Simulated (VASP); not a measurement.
Here is a VASP 6.6.1 calculation.

Contents of POSCAR:

```
LiH
1.0
    0.0000000000      2.0367500000      2.0367500000
    2.0367500000      0.0000000000      2.0367500000
    2.0367500000      2.0367500000      0.0000000000
Li H
1 1
Direct
    0.0000000000      0.0000000000      0.0000000000
    0.5000000000      0.5000000000      0.5000000000
```

INCAR.step1

```
SYSTEM = LiH
  PREC = Accurate
  ENCUT = 520
  EDIFF = 1E-5
  ISMEAR = -1
  SIGMA = 0.05
  LREAL = .False.
  LASPH = .True.
  NELM = 80
  ALGO = Normal
  ISIF = 2
  LWAVE = .True.
  LCHARG = .False.
  NBANDS = 9
  GGA = PE
```

INCAR.step2

```
SYSTEM = LiH
  PREC = Accurate
  ENCUT = 520
  EDIFF = 1E-6
  ISMEAR = -1
  SIGMA = 0.05
  LREAL = .False.
  LASPH = .True.
  NELM = 80
  ALGO = Normal
  ISIF = 2
  LWAVE = .False.
  LCHARG = .False.
  GGA = PE
  LHFCALC = .True.
  HFSCREEN = 0.2079
  PRECFOCK = Normal
  NBANDS = 9
  ISTART = 1
```

The input KPOINTS:

```
regular mesh
0
Gamma
  8 8 8
  0 0 0
```

Potentials or basis: VASP PAW PBE potentials, release 64 (Li_sv, H).

Command:

```bash
$ cat potpaw_PBE.64/Li_sv/POTCAR potpaw_PBE.64/H/POTCAR > POTCAR
$ cp INCAR.step1 INCAR
$ mpirun -np 1 vasp_std > vasp.out
$ cp INCAR.step2 INCAR
$ mpirun -np 1 vasp_std > vasp.out
```

Predict the band gap on the k mesh.

4.00 eV, direct.

 A k mesh can miss the band edges.
